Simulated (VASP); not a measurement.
Set up this calculation in VASP 6.6.1, as the native input.

- Task: single point
- Functional: PBE
- Potentials or basis: VASP PAW PBE potentials, release 64 (K_sv, F)
- Cutoff: 520 eV
- k mesh: 8 × 8 × 8
- Occupations: gaussian, width 0.05 eV
- Spin: no spin polarisation
- Dipole correction: no
- Further INCAR settings: ALGO = Normal; EDIFF = 1e-06; NBANDS = 15

The structure of KF lies in POSCAR:

```
KF
1.0
   -0.0285741029      2.6670959785      2.6670959785
    2.6670959785     -0.0285741029      2.6670959785
    2.6670959785      2.6670959785     -0.0285741029
K F
1 1
Direct
    0.0000000000      0.0000000000      0.0000000000
    0.5000000000      0.5000000000      0.5000000000
```

One way to write it, as run:

INCAR

```
SYSTEM = KF
ALGO = Normal ; EDIFF = 1E-6
ENCUT = 520 ; GGA = PE
ISIF = 2 ; ISMEAR = 0
LASPH = .True. ; LCHARG = .False.
LREAL = .False. ; LWAVE = .False.
NBANDS = 15 ; NELM = 100
PREC = Accurate ; SIGMA = 0.05
```

KPOINTS

```
k-points
0
Gamma
  8 8 8
  0 0 0
```

Potentials or basis: VASP PAW PBE potentials, release 64 (K_sv, F).

Run with:

```sh
$ cat potpaw_PBE.64/K_sv/POTCAR potpaw_PBE.64/F/POTCAR > POTCAR
$ mpirun -np 1 vasp_std > vasp.out
```

It gave:

| Property | Result |
| --- | --- |
| Pressure | 1.0 GPa |
| Band gap on the k mesh | 6.10 eV |

Wall time 51 s on 1 thread of Intel Xeon 8259CL, with other jobs on the host, peak memory 0.18 GiB.
